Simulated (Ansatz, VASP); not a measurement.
**Cs2Cd: VASP beside Ansatz**

```
Cs Cd
1.0
     0.00000    4.13452    4.13452
     4.13452    0.00000    4.13452
     4.13452    4.13452    0.00000
Cs Cd
2 1
Direct
  0.25000 0.25000 0.25000
  0.75000 0.75000 0.75000
  0.50000 0.50000 0.50000
```

Alike in both runs: task relaxation of cell and atoms; functional PBE; k mesh 4 × 4 × 4; occupations gaussian, width 0.1 eV; no spin polarisation.

```csv
,VASP,Ansatz
version,VASP 6.6.1,Ansatz 0.2.0
potentials or method,"VASP PAW PBE potentials, release 64 (Cs_sv, Cd), cutoff 600 eV","scalar-relativistic, plane waves, PAW"
valence electrons in the cell,30,38
```

VASP gave:

```
gap on the k mesh at the Fermi level, each at its own relaxed structure (eV) : none
relaxed volume (Å³/atom)                                                     : 71.63
relaxed cell length with the largest relative difference (Å)                 : 6.723
```

Q: Which values does Ansatz return?

A: gap on the k mesh at the Fermi level, each at its own relaxed structure (eV): none; relaxed volume (Å³/atom): 68.66; relaxed cell length with the largest relative difference (Å): 6.629.

A gap of «none» marks a metal or a gap that the smearing closes. VASP's potentials hold 30 valence electrons a cell and Ansatz's 38, so a difference there can come from the potentials and not from the codes.

Spin-orbit coupling is off throughout. Noted on VASP's run: the volume moved by over 15 % at a fixed basis, so the end points are rough.
